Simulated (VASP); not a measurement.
LuBRh3, 5 atoms in the cell. The cell holds a disordered packing, 5 atoms: a = 4.029 Å, b = 4.210 Å, c = 4.762 Å, α = 94.77°, β = 107.20°, γ = 80.76°. 

| Item | Value |
| --- | --- |
| Program | VASP 6.6.1 |
| Task | single point |
| Functional | PBE |
| Potentials or basis | VASP PAW PBE potentials, release 64 (Rh_pv, B, Lu) |
| Cutoff | 520 eV |
| k mesh | 4 × 4 × 3 |
| Occupations | methfessel-paxton, width 0.15 eV |
| Spin | no spin polarisation |
| Dipole correction | no |
| Further INCAR settings | ALGO = Normal; EDIFF = 1e-06; NBANDS = 44 |

Potentials or basis: VASP PAW PBE potentials, release 64 (Rh_pv, B, Lu).

The run is started by

```sh
$ cat potpaw_PBE.64/Rh_pv/POTCAR potpaw_PBE.64/B/POTCAR potpaw_PBE.64/Lu/POTCAR > POTCAR
$ mpirun -np 1 vasp_std > vasp.out
```

Hardware: 1 thread of AMD EPYC 9R45 96-Core Processor (Zen 5), on a shared host.

Task: How long does it take, and how much memory?

Result: It took 62 s on 1 thread of AMD EPYC 9R45 96-Core Processor (Zen 5), on a shared host, peak memory 0.21 GiB. Counts: scf iterations 15, k points 26.
